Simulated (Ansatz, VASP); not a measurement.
**Te2Mo: VASP and Ansatz over several settings**

```
CELL_PARAMETERS angstrom
6.40374 0.00000 0.00000
0.00000 3.50345 0.00000
-0.08631 0.00000 36.41547
ATOMIC_POSITIONS crystal
Te 0.42925 0.75000 0.54070
Te 0.57075 0.25000 0.45930
Te 0.92085 0.25000 0.55653
Te 0.07915 0.75000 0.44347
Mo 0.18135 0.25000 0.49747
Mo 0.81865 0.75000 0.50253
```

Single points on this cell with VASP 6.6.1 and Ansatz 0.2.0. Each row is one pair of runs. Alike in all rows: spin: off; k mesh: 4 × 8 × 1; smearing: fermi-dirac, width 0.05 eV; VASP's potentials, cutoff: VASP PAW PBE potentials, release 64 (Te, Mo_sv), 520 eV.

```csv
level,"Ansatz's potentials, cutoff","gap on the k mesh at the Fermi level (eV), VASP","gap on the k mesh at the Fermi level (eV), Ansatz","rms of the force components (eV/Å), VASP","rms of the force components (eV/Å), Ansatz"
r2SCAN+D3(BJ),"Ansatz PAW, 500 eV",none,?,0.128,?
BLYP,"Ansatz PAW, 420 eV",none,none,0.233,0.207
PBE,"PseudoDojo standard (PBE files), 1120 eV",none,none,0.039,0.043
```

Task: Fill in what Ansatz gave in row 1.

Result: gap on the k mesh at the Fermi level (eV): none; rms of the force components (eV/Å): 0.139.

VASP's potentials hold 52 valence electrons a cell and Ansatz's 92, so a difference there can come from the potentials and not from the codes.

A gap of «none» marks a metal or a gap that the smearing closes.

Neither program's run includes spin-orbit coupling.
